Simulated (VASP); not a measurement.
# HfS2 in VASP: further runs

Runs on HfS2. Level: PBE+D3(BJ). Tasks: relaxation of the atoms.

Everything below comes from runs of VASP 6.6.1. Logs are shortened: lines on timing, memory, paths and dates and some standing lists are left out, and cuts for length are marked.

## (1) The cell of the first run

The cell holds a slab with vacuum, 3 atoms: a = 3.691 Å, b = 3.691 Å, c = 31.824 Å, α = 90.00°, β = 90.00°, γ = 120.00°.

## (2) Relaxation of the atoms, PBE+D3(BJ) (biaxial strain +0.020)

INCAR reads:

```
PREC = Accurate ; ENCUT = 450
EDIFF = 1E-7 ; ISMEAR = 0
SIGMA = 0.02 ; LREAL = F
LASPH = T ; NELM = 120
ALGO = Normal ; ISIF = 2
LWAVE = F ; LCHARG = F
LDIPOL = T ; IDIPOL = 3
DIPOL = 0.5 0.5 0.500 ; GGA = PE
IVDW = 12 ; IBRION = 2
NSW = 60 ; EDIFFG = -0.01
GGA_COMPAT = F ; NELMIN = 4
NELMDL = -8
```

KPOINTS reads:

```
regular mesh
0
Gamma
  9 9 1
```

POSCAR reads:

```
HfS2
1.0
    3.6906975865      0.0000000000      0.0000000000
   -1.8453487933      3.1962378676      0.0000000000
    0.0000000000      0.0000000000     31.8244159702
S Hf
2 1
Direct
    0.6666666667      0.3333333333      0.4542712592
    0.3333333333      0.6666666667      0.5457287408
    0.0000000000      0.0000000000      0.5000000000
```

Potentials or basis: VASP PAW PBE potentials, release 64 (S, Hf_pv).

Run with:

```
$ cat potpaw_PBE.64/S/POTCAR potpaw_PBE.64/Hf_pv/POTCAR > POTCAR
$ mpirun -np 1 vasp_std > vasp.out
```

OUTCAR:

```text
PREC = Accurate
   ENCUT = 450
   EDIFF = 1E-7
   ISMEAR = 0
   LREAL = F
   LASPH = T
   NELM = 120
   ISIF = 2
   GGA = PE
   IVDW = 12
   IBRION = 2
   NSW = 60
   EDIFFG = -0.01
   NELMIN = 4
   NELMDL = -8
 IVDW          = 12

 ion  position               nearest neighbor table
   1  0.667  0.333  0.454-   3 2.58   3 2.58   3 2.58
   2  0.333  0.667  0.546-   3 2.58   3 2.58   3 2.58
   3  0.000  0.000  0.500-   1 2.58   2 2.58   1 2.58   2 2.58   1 2.58   2 2.58

  LATTYP: Found a hexagonal cell.
 ALAT       =     3.6906975865
 C/A-ratio  =     8.6228728375

  Lattice vectors:

 A1 = (   3.6906975865,   0.0000000000,   0.0000000000)
 A2 = (  -1.8453487933,   3.1962378676,   0.0000000000)
 A3 = (   0.0000000000,   0.0000000000,  31.8244159702)

Analysis of symmetry for initial positions (statically):
=====================================================================
 Subroutine PRICEL returns:
 Original cell was already a primitive cell.

 Routine SETGRP: Setting up the symmetry group for a
 hexagonal supercell.

 Subroutine GETGRP returns: Found 12 space group operations
 (whereof 12 operations were pure point group operations)
 out of a pool of 24 trial point group operations.

The static configuration has the point symmetry D_3d.

Analysis of symmetry for dynamics (positions and initial velocities):
=====================================================================
 Subroutine PRICEL returns:
 Original cell was already a primitive cell.

 Routine SETGRP: Setting up the symmetry group for a
 hexagonal supercell.

 Subroutine GETGRP returns: Found 12 space group operations
 (whereof 12 operations were pure point group operations)
 out of a pool of 24 trial point group operations.

The dynamic configuration has the point symmetry D_3d.

 Subroutine INISYM returns: Found 12 space group operations
 (whereof 12 operations are pure point group operations),
 and found     1 'primitive' translations

----------------------------------------------------------------------------------------

                                     Primitive cell

  volume of cell :     375.4119

  direct lattice vectors                    reciprocal lattice vectors
     3.690697586  0.000000000  0.000000000     0.270951487  0.156433914  0.000000000
    -1.845348793  3.196237868  0.000000000     0.000000000  0.312867828  0.000000000
     0.000000000  0.000000000 31.824415970     0.000000000  0.000000000  0.031422415

  length of vectors
     3.690697586  3.690697587 31.824415970     0.312867828  0.312867828  0.031422415

  position of ions in fractional coordinates (direct lattice)
     0.666666667  0.333333333  0.454271259
     0.333333333  0.666666667  0.545728741
     0.000000000  0.000000000  0.500000000

  ion indices of the primitive-cell ions
   primitive index   ion index
                 1           1
                 2           2
                 3           3

----------------------------------------------------------------------------------------

 KPOINTS: regular mesh

Automatic generation of k-mesh.
 Grid dimensions read from file:
 generate k-points for:    9    9    1

 Generating k-lattice:

  Cartesian coordinates                     Fractional coordinates (reciprocal lattice)
     0.030105721  0.017381546  0.000000000     0.111111111 -0.000000000  0.000000000
     0.000000000  0.034763092  0.000000000     0.000000000  0.111111111  0.000000000
     0.000000000  0.000000000  0.031422415     0.000000000  0.000000000  1.000000000

  Length of vectors
     0.034763092  0.034763092  0.031422415

  Shift w.r.t. Gamma in fractional coordinates (k-lattice)
     0.000000000  0.000000000  0.000000000

 Subroutine IBZKPT returns following result:
 ===========================================

 Found     12 irreducible k-points:

 Following reciprocal coordinates:
            Coordinates               Weight
  0.000000  0.000000  0.000000      1.000000
  0.111111 -0.000000  0.000000      6.000000
  0.222222  0.000000  0.000000      6.000000
  0.333333 -0.000000  0.000000      6.000000
  0.444444  0.000000  0.000000      6.000000
  0.111111  0.111111  0.000000      6.000000
  0.222222  0.111111  0.000000     12.000000
  0.333333  0.111111  0.000000     12.000000
  0.444444  0.111111  0.000000      6.000000
  0.222222  0.222222  0.000000      6.000000
  0.333333  0.222222  0.000000     12.000000
  0.333333  0.333333  0.000000      2.000000
   k-points           NKPTS =     12   k-points in BZ     NKDIM =     12   number of bands    NBANDS=     15
   number of dos      NEDOS =    301   number of ions     NIONS =      3
   total plane-waves  NPLWV = 175616
   dimension x,y,z NGX =    28 NGY =   28 NGZ =  224
   dimension x,y,z NGXF=    56 NGYF=   56 NGZF=  448
   ions per type =               2   1
   NGX,Y,Z   is equivalent  to a cutoff of  12.61, 12.61, 11.70 a.u.
   NGXF,Y,Z  is equivalent  to a cutoff of  25.22, 25.22, 23.40 a.u.
 SYSTEM =  unknown system
   PREC   = accura    normal or accurate (medium, high low for compatibility)
   ISTART =      0    job   : 0-new  1-cont  2-samecut
   ICHARG =      2    charge: 1-file 2-atom 10-const
   ISPIN  =      1    spin polarized calculation?
   LNONCOLLINEAR =      F non collinear calculations
   LSORBIT =      F    spin-orbit coupling
   LASPH  =      T    aspherical Exc in radial PAW
   ENCUT  =  450.0 eV  33.07 Ry    5.75 a.u.   6.38  6.38 55.05*2*pi/ulx,y,z
   NELM   =    120;   NELMIN=  4; NELMDL= -8     # of ELM steps
   EDIFF  = 0.1E-06   stopping-criterion for ELM
   LREAL  =      F    real-space projection
   EDIFFG = -.1E-01   stopping-criterion for IOM
   NSW    =     60    number of steps for IOM
   IBRION =      2    ionic relax: 0-MD 1-quasi-New 2-CG
   NFREE  =      1    steps in history (QN), initial steepest desc. (CG)
   ISIF   =      2    stress and relaxation
   ISYM   =      2    0-nonsym 1-usesym 2-fastsym
   POTIM  = 0.5000    time-step for ionic-motion
   TEBEG  =    0.0;   TEEND  =   0.0 temperature during run
   PSTRESS=    0.0 pullay stress
   NELECT =      22.0000    total number of electrons
   NUPDOWN=      -1.0000    fix difference up-down
   EMIN   =  10.00;   EMAX   =-10.00  energy-range for DOS
   EFERMI =   0.00;   METHOD = LEGACY
   ISMEAR =     0;   SIGMA  =   0.02  broadening in eV -4-tet -1-fermi 0-gaus
   EFERMI_NEDOS =   21; number of points for ismear=-14 and -15
   IALGO  =     38    algorithm
   IMIX   =      4    mixing-type and parameters
     AMIX     =   0.40;   BMIX     =  1.00
     AMIX_MAG =   1.60;   BMIX_MAG =  1.00
  volume/ion in A,a.u.               =     125.14       844.47
  Fermi-wavevector in a.u.,A,eV,Ry     =   0.635887  1.201652  5.501541  0.404352
  Thomas-Fermi vector in A             =   1.700371
   LORBIT       =      0    0 simple, 1 ext, 2 COOP (PROOUT), +10 PAW based schemes
   GGA     = PE    functional components
   LHFCALC =     F    Hartree Fock is set to
   AEXX    =    0.0000 exact exchange contribution
   IVDW    =    12    specifies the selected vdW correction
   LEPSILON=     F    determine dielectric tensor
   LRPA    =     F    only Hartree local field effects (RPA)
 conjugate gradient relaxation of ions
 non-spin polarized calculation
 Gauss-broadening in eV      SIGMA  =   0.02
  energy-cutoff  :      450.00
  volume of cell :      375.41
 maximum number of plane-waves:      8197
 NGX is ok and might be reduce to    28
   NGX = 13   NGY = 13   NGZ =111

 dipolmoment           0.000000      0.000000      0.000000 electrons x Angstroem

--------------------------------------- Ionic step        1  -------------------------------------------

 number of electron      22.0000000 magnetization

 Free energy of the ion-electron system (eV)
  ---------------------------------------------------
  ext. energy  EPLUGINS =         0.00000000
  ---------------------------------------------------
  free energy    TOTEN  =       -22.90009919 eV

  energy without entropy =      -22.90009919  energy(sigma->0) =      -22.90009919

------------------------ aborting loop because EDIFF is reached ----------------------------------------

 Edisp (eV)   -0.65568

 E8    (eV) :    -0.3010

  FORCE on cell =-STRESS in cart. coord.  units (eV):
  Direction    XX          YY          ZZ          XY          YZ          ZX
  --------------------------------------------------------------------------------------
  -------------------------------------------------------------------------------------
  Total      -2.20329    -2.20329    -1.28210     0.00000     0.00000    -0.00000
  in kB      -9.40318    -9.40318    -5.47171     0.00000     0.00000    -0.00000
  external pressure =       -8.09 kB  Pullay stress =        0.00 kB
[... 63 lines left out ...]
  energy  without entropy=      -23.5689509745  energy(sigma->0) =      -23.56895097

--------------------------------------- Ionic step        3  -------------------------------------------

 number of electron      22.0000002 magnetization

 dipolmoment           0.000000      0.000000     -0.000000 electrons x Angstroem

 Free energy of the ion-electron system (eV)
  ---------------------------------------------------
  ext. energy  EPLUGINS =         0.00000000
  ---------------------------------------------------
  free energy    TOTEN  =       -22.91155660 eV

  energy without entropy =      -22.91155660  energy(sigma->0) =      -22.91155660

 E-fermi :  -4.6470     XC(G=0):  -2.0561

 val. band max:       -4.7785794559   @ k =   0.0000   0.0000   0.0000
 cond. band min:      -3.2873320378   @ k =   0.4444   0.0000   0.0000
 fundamental gap:      1.4912474181
 Fermi energy:        -4.6470365781

 k-point     1 :       0.0000    0.0000    0.0000
  band No.  band energies     occupation
      1     -35.4462      2.00000
      2     -35.3354      2.00000
      3     -35.3354      2.00000
      4     -17.4269      2.00000
      5     -16.0210      2.00000
      6      -8.5970      2.00000
      7      -7.3910      2.00000
      8      -7.3910      2.00000
      9      -5.4712      2.00000
     10      -4.7786      2.00000
     11      -4.7786      2.00000
     12      -2.6708      0.00000
     13      -2.6708      0.00000
     14      -1.8418      0.00000
     15       0.6123      0.00000
[... 183 lines left out ...]
      1     -35.4464      2.00000
      2     -35.4464      2.00000
      3     -35.4116      2.00000
      4     -16.0378      2.00000
      5     -16.0378      2.00000
      6      -8.3940      2.00000
      7      -8.0399      2.00000
      8      -8.0399      2.00000
      9      -6.4565      2.00000
     10      -6.4565      2.00000
     11      -6.3890      2.00000
     12      -2.0467      0.00000
     13      -1.0880      0.00000
     14      -1.0880      0.00000
     15       1.1520      0.00000

------------------------ aborting loop because EDIFF is reached ----------------------------------------

 vacuum level on the upper side and lower side of the slab       (xc-potential included)        -0.090        -0.090

 Edisp (eV)   -0.66100

 E8    (eV) :    -0.3034

  FORCE on cell =-STRESS in cart. coord.  units (eV):
  Direction    XX          YY          ZZ          XY          YZ          ZX
  --------------------------------------------------------------------------------------
  -------------------------------------------------------------------------------------
  Total      -1.49895    -1.49895    -0.04287     0.00000    -0.00000     0.00000
  in kB      -6.39721    -6.39721    -0.18296     0.00000    -0.00000     0.00000
  external pressure =       -4.33 kB  Pullay stress =        0.00 kB
[... 18 lines left out ...]
  FREE ENERGIE OF THE ION-ELECTRON SYSTEM (eV)
  ---------------------------------------------------
  free  energy   TOTEN  =       -23.5725518611 eV

  energy  without entropy=      -23.5725518611  energy(sigma->0) =      -23.57255186

 reached required accuracy - stopping structural energy minimisation

 vacuum level on the upper side and lower side of the slab         1.634         1.634
```

It took 8 min on 1 thread of Oxide Virtual Turin-like, shared host; peak memory 0.45 GiB.

What came out:

```
Free energy                  : -23.5726 eV
Energy gained by relaxing    : 5.6 meV/atom
Ionic steps                  : 3
Largest force after relaxing : 0.005 eV/Å
Band gap on the k mesh       : 1.49 eV (least direct gap 2.11 eV)
Dispersion energy per atom   : -0.220 eV
```

Forces in eV/Å, atoms in the order of the input:
```
S    0.000  0.000  0.005
S    0.000  0.000 -0.005
Hf   0.000  0.000  0.000
```

The path:
| step | energy change (eV) | largest force (eV/Å) | pressure (GPa) |
| --- | --- | --- | --- |
| 1 | 0.0000 | 0.4309 | -0.81 |
| 2 | -0.0132 | 0.2008 | -0.61 |
| 3 | -0.0168 | 0.0048 | -0.43 |

Final structure:
```yaml
crystal:
  lattice:
    - [3.69070, 0.00000, 0.00000]
    - [-1.84535, 3.19624, 0.00000]
    - [0.00000, 0.00000, 31.82442]
  atoms:
    - { symbol: S, position: [0.66667, 0.33333, 0.45547] }
    - { symbol: S, position: [0.33333, 0.66667, 0.54453] }
    - { symbol: Hf, position: [0.00000, 0.00000, 0.50000] }
```

Caveat: the cell differs from its parent crystal (biaxial strain +0.020); spin-orbit coupling is left out, which moves the levels of the heavy elements.

(Part 1 of 2 ends here.)
